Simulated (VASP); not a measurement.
# Si2Ni (Fm-3m) in VASP: further runs

Si2Ni is run at these levels: PBE; tasks: single point.

Everything below comes from runs of VASP 6.6.1. Logs are shortened: lines on timing, memory, paths and dates and some standing lists are left out, and cuts for length are marked.

### Step 1. The cell of the first run

The structure is cubic, space group Fm-3m (No. 225). Conventional cell: a = 5.180 Å, b = 5.180 Å, c = 5.180 Å, α = 90.00°, β = 90.00°, γ = 90.00°. Within 3.0 Å of Si (site symmetry -43m) lie 4 Ni at 2.24 Å and 6 Si at 2.59 Å. Within 3.0 Å of Ni (site symmetry m-3m) lie 8 Si at 2.24 Å.

### Step 2. Single point, PBE, collinear spin, ferromagnetic start

INCAR

```
SYSTEM = Si2Ni
PREC = Accurate
ENCUT = 520
EDIFF = 1E-7
ISMEAR = -1
SIGMA = 0.15
LREAL = .FALSE.
LASPH = .TRUE.
NELM = 150
ALGO = Normal
ISIF = 2
LWAVE = .FALSE.
LCHARG = .TRUE.
ISPIN = 2
MAGMOM = 0 0 1.5
LORBIT = 11
LMAXMIX = 4
GGA = PE
LELF = .TRUE.
LVHAR = .TRUE.
NBANDS = 20
```

KPOINTS

```
Automatic mesh
0
G
  9 9 9
  0 0 0
```

POSCAR

```
Si2Ni
1.0
    0.0000000000      2.5902415747      2.5902415747
    2.5902415747      0.0000000000      2.5902415747
    2.5902415747      2.5902415747      0.0000000000
Si Ni
2 1
Direct
    0.2500000000      0.2500000000      0.2500000000
    0.7500000000      0.7500000000      0.7500000000
    0.0000000000      0.0000000000      0.0000000000
```

Potentials or basis: VASP PAW PBE potentials, release 64 (Si, Ni).

Command:

```bash
cat potpaw_PBE.64/Si/POTCAR potpaw_PBE.64/Ni/POTCAR > POTCAR
mpirun -np 1 vasp_std > vasp.out
```

OUTCAR:

```text
SYSTEM = Si2Ni
   PREC = Accurate
   ENCUT = 520
   EDIFF = 1E-7
   ISMEAR = -1
   LREAL = .FALSE.
   LASPH = .TRUE.
   NELM = 150
   ISIF = 2
   ISPIN = 2
   LORBIT = 11
   GGA = PE

 ion  position               nearest neighbor table
   1  0.250  0.250  0.250-   3 2.24   3 2.24   3 2.24   3 2.24   2 2.59   2 2.59   2 2.59   2 2.59
                             2 2.59   2 2.59
   2  0.750  0.750  0.750-   3 2.24   3 2.24   3 2.24   3 2.24   1 2.59   1 2.59   1 2.59   1 2.59
                             1 2.59   1 2.59
   3  0.000  0.000  0.000-   2 2.24   2 2.24   2 2.24   1 2.24   1 2.24   1 2.24   2 2.24   1 2.24

  LATTYP: Found a face centered cubic cell.
 ALAT       =     5.1804831494

  Lattice vectors:

 A1 = (   0.0000000000,   2.5902415747,   2.5902415747)
 A2 = (   2.5902415747,   0.0000000000,   2.5902415747)
 A3 = (   2.5902415747,   2.5902415747,   0.0000000000)

Analysis of symmetry for initial positions (statically):
=====================================================================
 Subroutine PRICEL returns:
 Original cell was already a primitive cell.

 Routine SETGRP: Setting up the symmetry group for a
 face centered cubic supercell.

 Subroutine GETGRP returns: Found 48 space group operations
 (whereof 48 operations were pure point group operations)
 out of a pool of 48 trial point group operations.

The static configuration has the point symmetry O_h .

Analysis of symmetry for dynamics (positions and initial velocities):
=====================================================================
 Subroutine PRICEL returns:
 Original cell was already a primitive cell.

 Routine SETGRP: Setting up the symmetry group for a
 face centered cubic supercell.

 Subroutine GETGRP returns: Found 48 space group operations
 (whereof 48 operations were pure point group operations)
 out of a pool of 48 trial point group operations.

The dynamic configuration has the point symmetry O_h .

Analysis of structural, dynamic, and magnetic symmetry:
=====================================================================
 Subroutine PRICEL returns:
 Original cell was already a primitive cell.

 Routine SETGRP: Setting up the symmetry group for a
 face centered cubic supercell.

 Subroutine GETGRP returns: Found 48 space group operations
 (whereof 48 operations were pure point group operations)
 out of a pool of 48 trial point group operations.

The overall configuration has the point symmetry O_h .

 Subroutine INISYM returns: Found 48 space group operations
 (whereof 48 operations are pure point group operations),
 and found     1 'primitive' translations

----------------------------------------------------------------------------------------

                                     Primitive cell

  volume of cell :      34.7577

  direct lattice vectors                    reciprocal lattice vectors
     0.000000000  2.590241575  2.590241575    -0.193032189  0.193032189  0.193032189
     2.590241575  0.000000000  2.590241575     0.193032189 -0.193032189  0.193032189
     2.590241575  2.590241575  0.000000000     0.193032189  0.193032189 -0.193032189

  length of vectors
     3.663154765  3.663154765  3.663154765     0.334341558  0.334341558  0.334341558

  position of ions in fractional coordinates (direct lattice)
     0.250000000  0.250000000  0.250000000
     0.750000000  0.750000000  0.750000000
     0.000000000  0.000000000  0.000000000

  ion indices of the primitive-cell ions
   primitive index   ion index
                 1           1
                 2           2
                 3           3

----------------------------------------------------------------------------------------

 KPOINTS: Automatic mesh

Automatic generation of k-mesh.
 Grid dimensions read from file:
 generate k-points for:    9    9    9

 Generating k-lattice:

  Cartesian coordinates                     Fractional coordinates (reciprocal lattice)
    -0.021448021  0.021448021  0.021448021     0.111111111  0.000000000  0.000000000
     0.021448021 -0.021448021  0.021448021     0.000000000  0.111111111  0.000000000
     0.021448021  0.021448021 -0.021448021     0.000000000  0.000000000  0.111111111

  Length of vectors
     0.037149062  0.037149062  0.037149062

  Shift w.r.t. Gamma in fractional coordinates (k-lattice)
     0.000000000  0.000000000  0.000000000

 Subroutine IBZKPT returns following result:
 ===========================================

 Found     35 irreducible k-points:

 Following reciprocal coordinates:
            Coordinates               Weight
  0.000000  0.000000  0.000000      1.000000
  0.111111  0.000000  0.000000      8.000000
  0.222222  0.000000  0.000000      8.000000
  0.333333  0.000000  0.000000      8.000000
  0.444444  0.000000  0.000000      8.000000
  0.111111  0.111111  0.000000      6.000000
[... 16 lines left out ...]
 -0.333333  0.333333  0.000000     12.000000
  0.444444  0.444444  0.000000      6.000000
 [... further k-points ...]
   k-points           NKPTS =     35   k-points in BZ     NKDIM =     35   number of bands    NBANDS=     20
   number of dos      NEDOS =    301   number of ions     NIONS =      3
   total plane-waves  NPLWV =  21952
   dimension x,y,z NGX =    28 NGY =   28 NGZ =   28
   dimension x,y,z NGXF=    56 NGYF=   56 NGZF=   56
   ions per type =               2   1
   NGX,Y,Z   is equivalent  to a cutoff of  12.71, 12.71, 12.71 a.u.
   NGXF,Y,Z  is equivalent  to a cutoff of  25.41, 25.41, 25.41 a.u.
 SYSTEM =  Si2Ni
   PREC   = accura    normal or accurate (medium, high low for compatibility)
   ISTART =      0    job   : 0-new  1-cont  2-samecut
   ICHARG =      2    charge: 1-file 2-atom 10-const
   ISPIN  =      2    spin polarized calculation?
   LNONCOLLINEAR =      F non collinear calculations
   LSORBIT =      F    spin-orbit coupling
   LASPH  =      T    aspherical Exc in radial PAW
   ENCUT  =  520.0 eV  38.22 Ry    6.18 a.u.   6.81  6.81  6.81*2*pi/ulx,y,z
   NELM   =    150;   NELMIN=  2; NELMDL= -5     # of ELM steps
   EDIFF  = 0.1E-06   stopping-criterion for ELM
   LREAL  =      F    real-space projection
   EDIFFG = 0.1E-05   stopping-criterion for IOM
   NSW    =      0    number of steps for IOM
   IBRION =     -1    ionic relax: 0-MD 1-quasi-New 2-CG
   NFREE  =      0    steps in history (QN), initial steepest desc. (CG)
   ISIF   =      2    stress and relaxation
   ISYM   =      2    0-nonsym 1-usesym 2-fastsym
   POTIM  = 0.5000    time-step for ionic-motion
   TEBEG  =    0.0;   TEEND  =   0.0 temperature during run
   PSTRESS=    0.0 pullay stress
   NELECT =      18.0000    total number of electrons
   NUPDOWN=      -1.0000    fix difference up-down
   EMIN   =  10.00;   EMAX   =-10.00  energy-range for DOS
   EFERMI =   0.00;   METHOD = LEGACY
   ISMEAR =    -1;   SIGMA  =   0.15  broadening in eV -4-tet -1-fermi 0-gaus
   EFERMI_NEDOS =   21; number of points for ismear=-14 and -15
   IALGO  =     38    algorithm
   IMIX   =      4    mixing-type and parameters
     AMIX     =   0.40;   BMIX     =  1.00
     AMIX_MAG =   1.60;   BMIX_MAG =  1.00
  volume/ion in A,a.u.               =      11.59        78.19
  Fermi-wavevector in a.u.,A,eV,Ry     =   1.314666  2.484358 23.515581  1.728346
  Thomas-Fermi vector in A             =   2.444903
   LORBIT       =     11    0 simple, 1 ext, 2 COOP (PROOUT), +10 PAW based schemes
   GGA     = PE    functional components
   LHFCALC =     F    Hartree Fock is set to
   AEXX    =    0.0000 exact exchange contribution
   IVDW    =     0    specifies the selected vdW correction
   LEPSILON=     F    determine dielectric tensor
   LRPA    =     F    only Hartree local field effects (RPA)
 spin polarized calculation
  energy-cutoff  :      520.00
  volume of cell :       34.76
 maximum number of plane-waves:       954
   NGX = 13   NGY = 13   NGZ = 13

 number of electron      18.0000011 magnetization      -0.0002902

 number of electron      18.0000011 magnetization       0.0000609

 Free energy of the ion-electron system (eV)
  ---------------------------------------------------
  ext. energy  EPLUGINS =         0.00000000
  ---------------------------------------------------
  free energy    TOTEN  =       -16.93537211 eV

  energy without entropy =      -16.87432143  energy(sigma->0) =      -16.90484677

 E-fermi :  12.5455     XC(G=0): -12.1866

 val. band max:       12.5171972845   @ k =  -0.2222   0.1111   0.0000
 cond. band min:      12.6740905752   @ k =   0.3333   0.2222   0.0000
 fundamental gap:      0.1568932907
 Fermi energy:        12.5454639517

 spin component 1

 k-point     1 :       0.0000    0.0000    0.0000
  band No.  band energies     occupation
      1      -2.6744      1.00000
      2       6.3490      1.00000
      3       6.3490      1.00000
      4       6.3490      1.00000
      5       8.1655      1.00000
      6       8.1655      1.00000
[... 12 lines left out ...]
     19      21.9706      0.00000
     20      27.5464      0.00000
[... 507 lines left out ...]
 k-point    24 :       0.4444    0.4444    0.0000
  band No.  band energies     occupation
      1       1.3264      1.00000
      2       3.9422      1.00000
      3       4.4914      1.00000
      4       7.1703      1.00000
      5       7.1703      1.00000
      6       8.3104      1.00000
[... 12 lines left out ...]
     19      26.9444      0.00000
     20      27.4730      0.00000

 [... further k-points ...]

 spin component 2

 k-point     1 :       0.0000    0.0000    0.0000
  band No.  band energies     occupation
      1      -2.6744      1.00000
      2       6.3490      1.00000
      3       6.3490      1.00000
      4       6.3490      1.00000
      5       8.1655      1.00000
      6       8.1655      1.00000
[... 12 lines left out ...]
     19      21.9706      0.00000
     20      27.5465      0.00000
[... 507 lines left out ...]
 k-point    24 :       0.4444    0.4444    0.0000
  band No.  band energies     occupation
      1       1.3265      1.00000
      2       3.9422      1.00000
      3       4.4914      1.00000
      4       7.1703      1.00000
      5       7.1703      1.00000
      6       8.3105      1.00000
[... 12 lines left out ...]
     19      26.9444      0.00000
     20      27.4730      0.00000

 [... further k-points ...]
[... 5 lines left out ...]
  --------------------------------------------------------------------------------------
  -------------------------------------------------------------------------------------
  Total        6.6093113      6.6093113      6.6093113      0.0000000      0.0000000     -0.0000000
  in kB      304.6603856    304.6603856    304.6603856      0.0000000      0.0000000     -0.0000000
  external PRESSURE =     304.6603856 kB  Pullay stress =       0.0000000 kB

 VOLUME and BASIS-vectors are now :
 -----------------------------------------------------------------------------
  energy-cutoff  :      520.00
  volume of cell :       34.76
      direct lattice vectors                 reciprocal lattice vectors
     0.000000000  2.590241575  2.590241575    -0.193032189  0.193032189  0.193032189
     2.590241575  0.000000000  2.590241575     0.193032189 -0.193032189  0.193032189
     2.590241575  2.590241575  0.000000000     0.193032189  0.193032189 -0.193032189

 POSITION                                       TOTAL-FORCE (eV/Angst)
 -----------------------------------------------------------------------------------
      1.29512      1.29512      1.29512        -0.000000     -0.000000     -0.000000
      3.88536      3.88536      3.88536         0.000000      0.000000      0.000000
      0.00000      0.00000      0.00000        -0.000000     -0.000000     -0.000000
 -----------------------------------------------------------------------------------
    total drift:                               -0.000000     -0.000000      0.000000

  FREE ENERGIE OF THE ION-ELECTRON SYSTEM (eV)
  ---------------------------------------------------
  free  energy   TOTEN  =       -16.9353721124 eV

  energy  without entropy=      -16.8743214281  energy(sigma->0) =      -16.90484677

 total charge

# of ion       s       p       d       tot
------------------------------------------
    1        0.726   0.940   0.000   1.666
    2        0.726   0.940   0.000   1.666
    3        0.632   1.004   8.535  10.172
--------------------------------------------------
tot          2.084   2.884   8.535  13.504

 magnetization (x)

# of ion       s       p       d       tot
------------------------------------------
    1        0.000  -0.000   0.000   0.000
    2        0.000  -0.000   0.000   0.000
    3        0.000   0.000   0.000   0.000
--------------------------------------------------
tot          0.000   0.000   0.000   0.000
```

Run time: 2.9 min. Hardware: 1 thread of AMD EPYC 7R13, shared host; peak memory 0.16 GiB.

Results:

```
Free energy                                           : -16.9354 eV
Pressure                                              : 30.5 GPa
Band gap on the k mesh                                : zero (filled and empty bands overlap)
Net moment                                            : 0.00 μB per cell
Valence electrons inside the program's atomic spheres : Si 1.67; Ni 10.17
```

Caveat: the starting moments collapsed, and a magnetic state may lie lower.

### Step 3. Single point, PBE, collinear spin, ferromagnetic start

This run uses another cell than the first one, of 12.11 Å³/atom, 1.045 times its volume.

INCAR

```
SYSTEM = Si2Ni
PREC = Accurate
ENCUT = 520
EDIFF = 1E-6
ISMEAR = -1
SIGMA = 0.15
LREAL = .False.
LASPH = .True.
NELM = 150
ALGO = Normal
ISIF = 2
LWAVE = .False.
LCHARG = .False.
ISPIN = 2
MAGMOM = 0 0 1.5
LORBIT = 11
LMAXMIX = 4
GGA = PE
NBANDS = 20
```

KPOINTS

```
regular mesh
0
Gamma
  9 9 9
  0 0 0
```

POSCAR

```
Si2Ni
1.0
    0.0000000000      2.6289075973      2.6289075973
    2.6289075973      0.0000000000      2.6289075973
    2.6289075973      2.6289075973      0.0000000000
Si Ni
2 1
Direct
    0.2500000000      0.2500000000      0.2500000000
    0.7500000000      0.7500000000      0.7500000000
    0.0000000000      0.0000000000      0.0000000000
```

Potentials or basis: VASP PAW PBE potentials, release 64 (Si, Ni).

Command:

```bash
cat potpaw_PBE.64/Si/POTCAR potpaw_PBE.64/Ni/POTCAR > POTCAR
mpirun -np 1 vasp_std > vasp.out
```

Run time: 2.5 min. Hardware: 1 thread of AMD EPYC 7R13, shared host; peak memory 0.16 GiB.

It converged, with:

```yaml
Free_energy: -17.1793 eV
Pressure: 19.3 GPa
Band_gap_on_the_k_mesh: zero (filled and empty bands overlap)
Net_moment: 0.00 μB per cell
Valence_electrons_inside_the_program's_atomic_spheres: Si 1.64; Ni 10.04
```

Levels at points of the mesh, in eV from the Fermi level:
Spin up:
```
           k point  band 5  band 6  band 7  band 8  band 9  band 10  band 11  band 12  band 13  band 14
(0.00, 0.00, 0.00)   -4.06   -4.06    0.34    1.76    1.76     1.76     2.07     2.07     2.07     4.87
```
Spin down:
```csv
k point,band 5,band 6,band 7,band 8,band 9,band 10,band 11,band 12,band 13,band 14
"(0.00, 0.00, 0.00)",-4.06,-4.06,0.34,1.76,1.76,1.76,2.07,2.07,2.07,4.87
```

Caveat: the starting moments collapsed, and a magnetic state may lie lower.

(Part 1 of 2 ends here.)
